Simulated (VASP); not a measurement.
Write the native input for VASP 6.6.1 that does the following.

```yaml
Task: single point
Functional: PBE
Dispersion: D3(BJ)
Potentials_or_basis: VASP PAW PBE potentials, release 64 (C)
Cutoff: 520 eV
k_mesh: 15 × 15 × 1
Occupations: gaussian, width 0.1 eV
Spin: no spin polarisation
Dipole_correction: yes
Further_INCAR_settings: ALGO = Normal; EDIFF = 1e-06; NBANDS = 16
```

The structure of C lies in POSCAR:

```
C
1.0
    2.4656524409      0.0000000000      0.0000000000
   -1.2328262205      2.1353176507      0.0000000000
    0.0000000000      0.0000000000     17.5000663885
C
4
Direct
    0.6666666667      0.3333333333      0.2571437784
    0.3333333333      0.6666666667      0.2571418816
    0.6666666667      0.3333333333      0.5148589833
    1.0000000000      0.0000000000      0.5148570865
```

One way to write it, as run:

INCAR

```
SYSTEM = C
PREC = Accurate ; ENCUT = 520
EDIFF = 1E-6 ; ISMEAR = 0
SIGMA = 0.1 ; LREAL = .FALSE.
LASPH = .TRUE. ; NELM = 100
ALGO = Normal ; ISIF = 2
LWAVE = .FALSE. ; LCHARG = .TRUE.
LDIPOL = .TRUE. ; IDIPOL = 3
DIPOL = 0.5 0.5 0.386 ; GGA = PE
IVDW = 12 ; LELF = .TRUE.
LVHAR = .TRUE. ; LVACPOTAV = .TRUE.
NBANDS = 16
```

KPOINTS

```
regular mesh
0
G
  15 15 1
  0 0 0
```

Potentials or basis: VASP PAW PBE potentials, release 64 (C).

The run is started by

```sh
$ cat potpaw_PBE.64/C/POTCAR > POTCAR
$ mpirun -np 1 vasp_std > vasp.out
```

It gave:

```yaml
Largest_force: 0.021 eV/Å
Dispersion_energy_per_atom: -0.100 eV
```

It took 40 s on 1 thread of Intel(R) Xeon(R) Platinum 8375C CPU @ 2.90GHz (Ice Lake) (shared host), peak memory 0.2 GiB.
